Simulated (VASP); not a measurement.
Here is a VASP 6.6.1 calculation.

INCAR

```
SYSTEM = Au
  PREC = Accurate
  ENCUT = 520
  EDIFF = 1E-7
  ISMEAR = -1
  SIGMA = 0.025
  LREAL = .FALSE.
  LASPH = .TRUE.
  NELM = 80
  ALGO = Normal
  ISIF = 2
  LWAVE = .FALSE.
  LCHARG = .FALSE.
  LDIPOL = .TRUE.
  IDIPOL = 3
  DIPOL = 0.5 0.5 0.500
  GGA = PE
  ISYM = 0
  NBANDS = 36
```

The input KPOINTS:

```
regular mesh
0
G
  14 13 1
  0 0 0
```

POSCAR

```
Au
1.0
    2.8654213454      0.0000000000      0.0000000000
   -1.4327106727      2.5703810381      0.0000000000
    0.0000000000      0.0000000000     24.7842657769
Au
5
Direct
    0.6639514438      0.3279028875      0.3026113449
    0.3360485562      0.6720971125      0.4013056725
    0.6639514438      0.3279028875      0.5000000000
    0.3360485562      0.6720971125      0.5986943275
    0.6639514438      0.3279028875      0.6973886551
```

Potentials or basis: VASP PAW PBE potentials, release 64 (Au).

Run with:

```sh
$ cat potpaw_PBE.64/Au/POTCAR > POTCAR
$ mpirun -np 1 vasp_std > vasp.out
```

Task: What does it give for the largest force?

Result: 0.087 eV/Å.

Forces in eV/Å, atoms in the order of the input:
```
Au  -0.002 -0.002 -0.066
Au   0.010  0.014  0.085
Au  -0.016 -0.022  0.000
Au   0.010  0.014 -0.085
Au  -0.002 -0.002  0.066
```
